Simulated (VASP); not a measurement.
# LiNbO3 (R-3c) in VASP: further runs

LiNbO3 is run at these levels: PBE; tasks: single point.

Everything below comes from runs of VASP 6.6.1. Logs are shortened: lines on timing, memory, paths and dates and some standing lists are left out, and cuts for length are marked.

**1. The cell of the first run**

The structure is trigonal, space group R-3c (No. 167). The conventional cell has a = 5.345 Å, b = 5.345 Å, c = 13.175 Å, α = 90.00°, β = 90.00°, γ = 120.00°. Li (site symmetry 32) has 9 O at 2.19 to 2.73 Å within 2.9 Å. Nb (site symmetry -3) has 6 O at 1.96 Å within 2.6 Å. O (site symmetry 2) has 2 Nb at 1.96 Å and 1 Li at 2.19 Å within 2.6 Å.

**2. Single point, PBE**

INCAR

```
SYSTEM = LiNbO3
ALGO = Normal
EDIFF = 1E-6
ENCUT = 520
GGA = PE
ISIF = 2
ISMEAR = 0
LASPH = .True.
LCHARG = .False.
LREAL = .False.
LWAVE = .False.
NBANDS = 45
NELM = 60
PREC = Accurate
SIGMA = 0.05
```

KPOINTS

```
k-points
0
Gamma
  6 6 6
  0 0 0
```

POSCAR

```
LiNbO3
1.0
    2.6722716124      1.5428367348      4.3917893192
   -2.6722716124      1.5428367348      4.3917893192
    0.0000000000     -3.0856734694      4.3917893192
Li Nb O
2 2 6
Direct
    0.2500000000      0.2500000000      0.2500000000
    0.7500000000      0.7500000000      0.7500000000
    0.0000000000      0.0000000000      0.0000000000
    0.5000000000      0.5000000000      0.5000000000
    0.1590542063      0.3409457937      0.7500000000
    0.7500000000      0.1590542063      0.3409457937
    0.3409457937      0.7500000000      0.1590542063
    0.8409457937      0.6590542063      0.2500000000
    0.2500000000      0.8409457937      0.6590542063
    0.6590542063      0.2500000000      0.8409457937
```

Potentials or basis: VASP PAW PBE potentials, release 64 (Li_sv, Nb_sv, O).

The run is started by

```bash
$ cat potpaw_PBE.64/Li_sv/POTCAR potpaw_PBE.64/Nb_sv/POTCAR potpaw_PBE.64/O/POTCAR > POTCAR
$ mpirun -np 1 vasp_std > vasp.out
```

OUTCAR:

```text
SYSTEM = LiNbO3
   EDIFF = 1E-6
   ENCUT = 520
   GGA = PE
   ISIF = 2
   ISMEAR = 0
   LASPH = .True.
   LREAL = .False.
   NELM = 60
   PREC = Accurate

 ion  position               nearest neighbor table
   1  0.250  0.250  0.250-   9 2.19  10 2.19   8 2.19
   2  0.750  0.750  0.750-   6 2.19   7 2.19   5 2.19
   3  0.000  0.000  0.000-   6 1.96   9 1.96   8 1.96   5 1.96   7 1.96  10 1.96
   4  0.500  0.500  0.500-   7 1.96  10 1.96   8 1.96   5 1.96   9 1.96   6 1.96
   5  0.159  0.341  0.750-   3 1.96   4 1.96   2 2.19
   6  0.750  0.159  0.341-   3 1.96   4 1.96   2 2.19
   7  0.341  0.750  0.159-   4 1.96   3 1.96   2 2.19
   8  0.841  0.659  0.250-   3 1.96   4 1.96   1 2.19
   9  0.250  0.841  0.659-   3 1.96   4 1.96   1 2.19
  10  0.659  0.250  0.841-   4 1.96   3 1.96   1 2.19

  LATTYP: Found a trigonal (rhomboedric) cell.
 ALAT       =     5.3674196952
 COS(alpha) =     0.5042530156

  Lattice vectors:

 A1 = (   2.6722716124,   1.5428367348,   4.3917893192)
 A2 = (  -2.6722716124,   1.5428367348,   4.3917893192)
 A3 = (   0.0000000000,  -3.0856734694,   4.3917893192)

Analysis of symmetry for initial positions (statically):
=====================================================================
 Subroutine PRICEL returns:
 Original cell was already a primitive cell.

 Routine SETGRP: Setting up the symmetry group for a
 trigonal (rhombohedral) supercell.

 Subroutine GETGRP returns: Found 12 space group operations
 (whereof  6 operations were pure point group operations)
 out of a pool of 12 trial point group operations.

The static configuration has the point symmetry S_6 .
 The point group associated with its full space group is D_3d.

Analysis of symmetry for dynamics (positions and initial velocities):
=====================================================================
 Subroutine PRICEL returns:
 Original cell was already a primitive cell.

 Routine SETGRP: Setting up the symmetry group for a
 trigonal (rhombohedral) supercell.

 Subroutine GETGRP returns: Found 12 space group operations
 (whereof  6 operations were pure point group operations)
 out of a pool of 12 trial point group operations.

The dynamic configuration has the point symmetry S_6 .
 The point group associated with its full space group is D_3d.

 Subroutine INISYM returns: Found 12 space group operations
 (whereof  6 operations are pure point group operations),
 and found     1 'primitive' translations

----------------------------------------------------------------------------------------

                                     Primitive cell

  volume of cell :     108.6409

  direct lattice vectors                    reciprocal lattice vectors
     2.672271612  1.542836735  4.391789319     0.187106729  0.108026120  0.075899209
    -2.672271612  1.542836735  4.391789319    -0.187106729  0.108026120  0.075899209
     0.000000000 -3.085673469  4.391789319     0.000000000 -0.216052241  0.075899209

  length of vectors
     5.367419695  5.367419695  5.367419695     0.228996202  0.228996202  0.228996202

  position of ions in fractional coordinates (direct lattice)
     0.250000000  0.250000000  0.250000000
     0.750000000  0.750000000  0.750000000
     0.000000000  0.000000000  0.000000000
     0.500000000  0.500000000  0.500000000
     0.159054206  0.340945794  0.750000000
     0.750000000  0.159054206  0.340945794
     0.340945794  0.750000000  0.159054206
     0.840945794  0.659054206  0.250000000
     0.250000000  0.840945794  0.659054206
     0.659054206  0.250000000  0.840945794

  ion indices of the primitive-cell ions
   primitive index   ion index
                 1           1
                 2           2
                 3           3
                 4           4
                 5           5
                 6           6
                 7           7
                 8           8
                 9           9
                10          10

----------------------------------------------------------------------------------------

 KPOINTS: k-points

Automatic generation of k-mesh.
 Grid dimensions read from file:
 generate k-points for:    6    6    6

 Generating k-lattice:

  Cartesian coordinates                     Fractional coordinates (reciprocal lattice)
     0.031184455  0.018004353  0.012649868     0.166666667 -0.000000000  0.000000000
    -0.031184455  0.018004353  0.012649868    -0.000000000  0.166666667  0.000000000
     0.000000000 -0.036008707  0.012649868     0.000000000  0.000000000  0.166666667

  Length of vectors
     0.038166034  0.038166034  0.038166034

  Shift w.r.t. Gamma in fractional coordinates (k-lattice)
     0.000000000  0.000000000  0.000000000

 Subroutine IBZKPT returns following result:
 ===========================================

 Found     32 irreducible k-points:

 Following reciprocal coordinates:
            Coordinates               Weight
  0.000000  0.000000  0.000000      1.000000
  0.166667  0.000000 -0.000000      6.000000
  0.333333 -0.000000 -0.000000      6.000000
  0.500000 -0.000000 -0.000000      3.000000
  0.166667  0.166667 -0.000000      6.000000
  0.333333  0.166667  0.000000     12.000000
[... 16 lines left out ...]
  0.500000  0.500000  0.166667      6.000000
 -0.333333  0.500000  0.166667     12.000000
 [... further k-points ...]
   k-points           NKPTS =     32   k-points in BZ     NKDIM =     32   number of bands    NBANDS=     45
   number of dos      NEDOS =    301   number of ions     NIONS =     10
   total plane-waves  NPLWV =  64000
   dimension x,y,z NGX =    40 NGY =   40 NGZ =   40
   dimension x,y,z NGXF=    80 NGYF=   80 NGZF=   80
   ions per type =               2   2   6
   NGX,Y,Z   is equivalent  to a cutoff of  12.39, 12.39, 12.39 a.u.
   NGXF,Y,Z  is equivalent  to a cutoff of  24.78, 24.78, 24.78 a.u.
 SYSTEM =  LiNbO3
   PREC   = accura    normal or accurate (medium, high low for compatibility)
   ISTART =      0    job   : 0-new  1-cont  2-samecut
   ICHARG =      2    charge: 1-file 2-atom 10-const
   ISPIN  =      1    spin polarized calculation?
   LNONCOLLINEAR =      F non collinear calculations
   LSORBIT =      F    spin-orbit coupling
   LASPH  =      T    aspherical Exc in radial PAW
   ENCUT  =  520.0 eV  38.22 Ry    6.18 a.u.   9.98  9.98  9.98*2*pi/ulx,y,z
   NELM   =     60;   NELMIN=  2; NELMDL= -5     # of ELM steps
   EDIFF  = 0.1E-05   stopping-criterion for ELM
   LREAL  =      F    real-space projection
   EDIFFG = 0.1E-04   stopping-criterion for IOM
   NSW    =      0    number of steps for IOM
   IBRION =     -1    ionic relax: 0-MD 1-quasi-New 2-CG
   NFREE  =      0    steps in history (QN), initial steepest desc. (CG)
   ISIF   =      2    stress and relaxation
   ISYM   =      2    0-nonsym 1-usesym 2-fastsym
   POTIM  = 0.5000    time-step for ionic-motion
   TEBEG  =    0.0;   TEEND  =   0.0 temperature during run
   PSTRESS=    0.0 pullay stress
   NELECT =      68.0000    total number of electrons
   NUPDOWN=      -1.0000    fix difference up-down
   EMIN   =  10.00;   EMAX   =-10.00  energy-range for DOS
   EFERMI =   0.00;   METHOD = LEGACY
   ISMEAR =     0;   SIGMA  =   0.05  broadening in eV -4-tet -1-fermi 0-gaus
   EFERMI_NEDOS =   21; number of points for ismear=-14 and -15
   IALGO  =     38    algorithm
   IMIX   =      4    mixing-type and parameters
     AMIX     =   0.40;   BMIX     =  1.00
     AMIX_MAG =   1.60;   BMIX_MAG =  1.00
  volume/ion in A,a.u.               =      10.86        73.31
  Fermi-wavevector in a.u.,A,eV,Ry     =   1.400383  2.646339 26.681995  1.961071
  Thomas-Fermi vector in A             =   2.523349
   LORBIT       =      0    0 simple, 1 ext, 2 COOP (PROOUT), +10 PAW based schemes
   GGA     = PE    functional components
   LHFCALC =     F    Hartree Fock is set to
   AEXX    =    0.0000 exact exchange contribution
   IVDW    =     0    specifies the selected vdW correction
   LEPSILON=     F    determine dielectric tensor
   LRPA    =     F    only Hartree local field effects (RPA)
 non-spin polarized calculation
 Gauss-broadening in eV      SIGMA  =   0.05
  energy-cutoff  :      520.00
  volume of cell :      108.64
 maximum number of plane-waves:      2938
   NGX = 19   NGY = 19   NGZ = 19

 number of electron      68.0000004 magnetization

 Free energy of the ion-electron system (eV)
  ---------------------------------------------------
  ext. energy  EPLUGINS =         0.00000000
  ---------------------------------------------------
  free energy    TOTEN  =       -79.25980839 eV

  energy without entropy =      -79.25980839  energy(sigma->0) =      -79.25980839

 E-fermi :   4.0364     XC(G=0): -10.6445

 val. band max:        3.7262015946   @ k =  -0.1667   0.1667   0.0000
 cond. band min:       6.2159182571   @ k =   0.5000   0.5000  -0.0000
 fundamental gap:      2.4897166625
 Fermi energy:         4.0363693989

 k-point     1 :       0.0000    0.0000    0.0000
  band No.  band energies     occupation
      1     -50.5785      2.00000
      2     -50.5627      2.00000
      3     -40.1349      2.00000
      4     -40.1335      2.00000
      5     -26.8957      2.00000
      6     -26.8957      2.00000
[... 37 lines left out ...]
     44      13.2800      0.00000
     45      15.1500      0.00000

 k-point     2 :       0.1667    0.0000   -0.0000
  band No.  band energies     occupation
      1     -50.5774      2.00000
      2     -50.5638      2.00000
      3     -40.1349      2.00000
      4     -40.1336      2.00000
      5     -26.8833      2.00000
      6     -26.8828      2.00000
[... 37 lines left out ...]
     44      13.4085      0.00000
     45      14.8544      0.00000

 k-point     3 :       0.3333   -0.0000   -0.0000
  band No.  band energies     occupation
      1     -50.5745      2.00000
      2     -50.5667      2.00000
      3     -40.1347      2.00000
      4     -40.1339      2.00000
      5     -26.8485      2.00000
      6     -26.8470      2.00000
[... 37 lines left out ...]
     44      13.6969      0.00000
     45      14.0195      0.00000

 k-point     4 :       0.5000   -0.0000   -0.0000
  band No.  band energies     occupation
      1     -50.5706      2.00000
      2     -50.5706      2.00000
      3     -40.1343      2.00000
      4     -40.1343      2.00000
      5     -26.7992      2.00000
      6     -26.7992      2.00000
[... 901 lines left out ...]
     44      13.2599      0.00000
     45      13.7118      0.00000

 k-point    23 :       0.5000    0.5000    0.1667
  band No.  band energies     occupation
      1     -50.5729      2.00000
      2     -50.5683      2.00000
      3     -40.1345      2.00000
      4     -40.1341      2.00000
      5     -26.8957      2.00000
      6     -26.8912      2.00000
[... 37 lines left out ...]
     44      13.4130      0.00000
     45      13.4533      0.00000

 k-point    24 :      -0.3333    0.5000    0.1667
  band No.  band energies     occupation
      1     -50.5719      2.00000
      2     -50.5693      2.00000
      3     -40.1344      2.00000
      4     -40.1342      2.00000
      5     -26.9087      2.00000
      6     -26.9040      2.00000
[... 37 lines left out ...]
     44      13.4490      0.00000
     45      13.5428      0.00000

 [... further k-points ...]

------------------------ aborting loop because EDIFF is reached ----------------------------------------

  FORCE on cell =-STRESS in cart. coord.  units (eV):
  Direction    XX          YY          ZZ          XY          YZ          ZX
  --------------------------------------------------------------------------------------
  -------------------------------------------------------------------------------------
  Total        4.9697002      4.9697002      9.5414302      0.0000000      0.0000000      0.0000000
  in kB       73.2904614     73.2904614    140.7118732      0.0000000      0.0000000      0.0000000
  external PRESSURE =      95.7642653 kB  Pullay stress =       0.0000000 kB

 VOLUME and BASIS-vectors are now :
 -----------------------------------------------------------------------------
  energy-cutoff  :      520.00
  volume of cell :      108.64
      direct lattice vectors                 reciprocal lattice vectors
     2.672271612  1.542836735  4.391789319     0.187106729  0.108026120  0.075899209
    -2.672271612  1.542836735  4.391789319    -0.187106729  0.108026120  0.075899209
     0.000000000 -3.085673469  4.391789319     0.000000000 -0.216052241  0.075899209

 POSITION                                       TOTAL-FORCE (eV/Angst)
 -----------------------------------------------------------------------------------
      0.00000      0.00000      3.29384        -0.000000      0.000000      0.000000
      0.00000      0.00000      9.88153        -0.000000     -0.000000      0.000000
      0.00000      0.00000      0.00000        -0.000000      0.000000      0.000000
      0.00000      0.00000      6.58768        -0.000000      0.000000      0.000000
     -0.48606     -1.54284      5.48974        -0.731799     -0.000000     -0.000000
      1.57917      0.35047      5.48974         0.365900     -0.633757      0.000000
     -1.09310      1.19236      5.48974         0.365900      0.633757      0.000000
      0.48606      1.54284      7.68563         0.731799      0.000000      0.000000
     -1.57917     -0.35047      7.68563        -0.365900      0.633757      0.000000
      1.09310     -1.19236      7.68563        -0.365900     -0.633757      0.000000
 -----------------------------------------------------------------------------------
    total drift:                               -0.000000      0.000000     -0.000000

  FREE ENERGIE OF THE ION-ELECTRON SYSTEM (eV)
  ---------------------------------------------------
  free  energy   TOTEN  =       -79.2598083906 eV

  energy  without entropy=      -79.2598083906  energy(sigma->0) =      -79.25980839
```

Wall time 1.9 min (1 thread of AMD EPYC 9R45 (Zen 5), shared host); peak memory 0.27 GiB.

Results:

```yaml
Free_energy: -79.2598 eV
Largest_force: 0.732 eV/Å
Band_gap_on_the_k_mesh: 2.49 eV (least direct gap 2.55 eV)
```

Forces in eV/Å, atoms in the order of the input:
```
Li   0.000  0.000  0.000
Li   0.000  0.000  0.000
Nb   0.000  0.000  0.000
Nb   0.000  0.000  0.000
O   -0.732  0.000  0.000
O    0.366 -0.634  0.000
O    0.366  0.634  0.000
O    0.732  0.000  0.000
O   -0.366  0.634  0.000
O   -0.366 -0.634  0.000
```

Caveat: the cutoff is under 1.25 times the usual one of these potentials, so pressure, stress and relaxed cells hold a basis-set (Pulay) error.

[end of part 1 of 2]
